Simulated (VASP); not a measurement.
Wanted: the native input for a VASP 6.6.1 run.

* Task: single point
* Functional: r2SCAN
* Potentials or basis: VASP PAW PBE potentials, release 64 (Ag)
* Cutoff: 520 eV
* k mesh: 18 × 18 × 18
* Occupations: fermi-dirac, width 0.1 eV
* Spin: no spin polarisation
* Dipole correction: no
* Further INCAR settings: ALGO = Normal; EDIFF = 1e-07; NBANDS = 12

Ag:

```xyz
1
Lattice="0.0000 1.8395 1.8395 1.8395 0.0000 1.8395 1.8395 1.8395 0.0000" Properties=species:S:1:pos:R:3 pbc="T T T"
Ag    0.0000    0.0000    0.0000
```

This cell differs from its parent crystal: volume scaled by 0.72.

One way to write it, as run:

POSCAR

```
Ag
1.0
    0.0000000000      1.8395408260      1.8395408260
    1.8395408260      0.0000000000      1.8395408260
    1.8395408260      1.8395408260      0.0000000000
Ag
1
Direct
    0.0000000000      0.0000000000      0.0000000000
```

INCAR.step1

```
SYSTEM = Ag
PREC = Accurate
ENCUT = 520
ISMEAR = -1
SIGMA = 0.1
LREAL = .False.
LASPH = .True.
NELM = 60
NBANDS = 12
GGA = PE
ALGO = Normal
EDIFF = 1E-4
LWAVE = .True.
LCHARG = .False.
```

INCAR.step2

```
SYSTEM = Ag
PREC = Accurate
ENCUT = 520
EDIFF = 1E-7
ISMEAR = -1
SIGMA = 0.1
LREAL = .False.
LASPH = .True.
NELM = 60
ALGO = Normal
ISIF = 2
LWAVE = .False.
LCHARG = .True.
METAGGA = R2SCAN
LMIXTAU = .True.
LELF = .True.
LVHAR = .True.
NBANDS = 12
ISTART = 1
```

KPOINTS

```
regular mesh
0
Gamma
  18 18 18
  0 0 0
```

Potentials or basis: VASP PAW PBE potentials, release 64 (Ag).

Launch:

```console
$ cat potpaw_PBE.64/Ag/POTCAR > POTCAR
$ cp INCAR.step1 INCAR
$ mpirun -np 1 vasp_std > vasp.out
$ cp INCAR.step2 INCAR
$ mpirun -np 1 vasp_std > vasp.out
```

It gave:

```yaml
Pressure: 87.6 GPa
```

Caveat: the PAW data sets were made with another functional, which shifts forces and pressure a little.

Run time: 3.5 min on 1 thread of AMD EPYC 7R13 (shared host), peak memory 0.12 GiB.
